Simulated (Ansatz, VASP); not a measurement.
**Two plane-wave programs on GaSb**

```
Ga Sb
1.0
     0.00000    3.02444    3.02444
     3.02444    0.00000    3.02444
     3.02444    3.02444    0.00000
Ga Sb
1 1
Direct
  0.00000 0.00000 0.00000
  0.25000 0.25000 0.25000
```

Alike in both runs: functional LDA; k mesh 10 × 10 × 10; occupations gaussian, width 0.1 eV; no spin polarisation.

Ansatz relaxed the structure, and its values are those at the end. VASP's run is a single point on that final structure, the one shown.

|  | VASP | Ansatz |
| --- | --- | --- |
| version | VASP 6.6.1 | Ansatz 0.2.0 |
| potentials or method | VASP PAW LDA potentials, release 64 (Ga_d, Sb), cutoff 520 eV | scalar-relativistic, plane waves, PAW |
| valence electrons in the cell | 18 | 28 |

VASP gave:

```
gap on the k mesh at the Fermi level (eV) : 0.12
least direct gap on the mesh (eV)         : 0.12
pressure (GPa)                            : 0.2
```

Problem. Estimate Ansatz's values.

Solution. gap on the k mesh at the Fermi level (eV): 0.07; least direct gap on the mesh (eV): 0.07; pressure (GPa): 0.0.

Ansatz warns that its potentials were made for another functional, while VASP's fit it. LDA's correlation is that of Perdew and Zunger in VASP and of Perdew and Wang (1992) in Ansatz. VASP's potentials hold 18 valence electrons a cell and Ansatz's 28, so a difference there can come from the potentials and not from the codes.

Spin-orbit coupling is off throughout.
